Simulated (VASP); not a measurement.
Wanted: the native input for a VASP 6.6.1 run.

- Task: relaxation of the atoms
- Functional: PBE
- Potentials or basis: VASP PAW PBE potentials, release 64 (Si, O)
- Cutoff: 520 eV
- k mesh: 5 × 5 × 4
- Occupations: fermi-dirac, width 0.02 eV
- Spin: no spin polarisation
- Dipole correction: no
- Further INCAR settings: ALGO = Normal; EDIFF = 1e-06; IBRION = 2; EDIFFG = -0.02; NSW = 80

The structure of SiO2 lies in POSCAR:

```
SiO2
1.0
    4.9780000000      0.0000000000      0.0000000000
    0.0000000000      4.9780000000      0.0000000000
    0.0000000000      0.0000000000      6.9480000000
Si O
4 8
Direct
    0.3000400000      0.3000400000      0.0000000000
    0.1999600000      0.8000400000      0.2500000000
    0.6999600000      0.6999600000      0.5000000000
    0.8000400000      0.1999600000      0.7500000000
    0.2397600000      0.1032400000      0.1784400000
    0.3967600000      0.7397600000      0.4284400000
    0.7602400000      0.8967600000      0.6784400000
    0.6032400000      0.2602400000      0.9284400000
    0.7397600000      0.3967600000      0.5715600000
    0.8967600000      0.7602400000      0.3215600000
    0.2602400000      0.6032400000      0.0715600000
    0.1032400000      0.2397600000      0.8215600000
```

One way to write it, as run:

INCAR

```
  PREC = Accurate
  ENCUT = 520
  EDIFF = 1E-6
  ISMEAR = -1
  SIGMA = 0.02
  LREAL = F
  LASPH = T
  NELM = 100
  ALGO = Normal
  ISIF = 2
  LWAVE = F
  LCHARG = F
  GGA = PE
  IBRION = 2
  NSW = 80
  EDIFFG = -0.02
```

KPOINTS

```
Automatic mesh
0
Gamma
  5 5 4
```

Potentials or basis: VASP PAW PBE potentials, release 64 (Si, O).

Command:

```bash
$ cat potpaw_PBE.64/Si/POTCAR potpaw_PBE.64/O/POTCAR > POTCAR
$ mpirun -np 1 vasp_std > vasp.out
```

Results of the run:

```yaml
Energy_gained_by_relaxing: 9.9 meV/atom
Ionic_steps: 16
Pressure_after_relaxing: 1.1 GPa
Largest_force_after_relaxing: 0.010 eV/Å
Band_gap_on_the_k_mesh: 5.61 eV
```

It took 29 min on 1 thread of Oxide Virtual Turin-like Processor, with other jobs on the host, peak memory 0.29 GiB.
